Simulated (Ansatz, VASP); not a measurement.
**One calculation of Sb, two programs**

Contents of INCAR:

```
PREC = Accurate
ENCUT = 400
EDIFF = 1E-8
ISMEAR = -1
SIGMA = 0.05
LREAL = F
LASPH = T
NELM = 120
ALGO = Normal
ISIF = 2
LWAVE = F
LCHARG = F
GGA = PS
LEFG = T
NBANDS = 12
GGA_COMPAT = F
```

File KPOINTS:

```
Automatic mesh
0
Gamma
  9 9 9
```

File POSCAR:

```
Sb
1.0
    2.1215346023      1.2248685738      3.6933992025
   -2.1215346023      1.2248685738      3.6933992025
    0.0000000000     -2.4497371474      3.6933992025
Sb
2
Direct
    0.2336400000      0.2336400000      0.2336400000
    0.7663600000      0.7663600000      0.7663600000
```

Input for Ansatz:

```yaml
crystal:
  lattice:
    - [2.1215346023, 1.2248685738, 3.6933992025]
    - [-2.1215346023, 1.2248685738, 3.6933992025]
    - [0.0, -2.4497371474, 3.6933992025]
  atoms:
    - { symbol: Sb, position: [0.23364, 0.23364, 0.23364] }
    - { symbol: Sb, position: [0.76636, 0.76636, 0.76636] }
kpoints:
  mp_grid: { grid: [9, 9, 9] }
scf:
  occupations: { method: fermi_dirac, width: 0.05 }
hamiltonian:
  xc: pbesol
  pseudopotentials: { kind: all_electron, datasets: crystal }
output:
  forces: true
  stress: true
  eigenvalues: true
  efg: { contact_densities: true }
```

Change from the starting cell: volume scaled by 0.96, crystal datasets.

Alike in both runs: task electric field gradients; functional PBEsol; k mesh 9 × 9 × 9; occupations fermi-dirac, width 0.05 eV; no spin polarisation.

```csv
,VASP,Ansatz
version,VASP 6.6.1,Ansatz 0.2.0
potentials or method,"VASP PAW PBE potentials, release 64 (Sb), cutoff 400 eV","all-electron PAW with datasets made for the crystal, scalar-relativistic"
```

|  | VASP | Ansatz | Ansatz less VASP |
| --- | --- | --- | --- |
| pressure (GPa) | 3.3 | 3.1 | -0.24 |
| traceless stress, the component that is largest in VASP (GPa) | -0.71 | -0.64 | +0.066 |
| rms of the force components (eV/Å) | 0.253 | 0.214 | -0.0394 |
| size of Vzz on the site where it differs most (V/Å²) | 43.2 | 47.8 | +4.61 |

VASP's potentials were made for PBE, not for PBEsol. Atom by atom the forces differ by 0.039 eV/Å (rms over components). Ansatz ran all-electron here, and VASP with PAW potentials.

Spin-orbit coupling is off throughout.
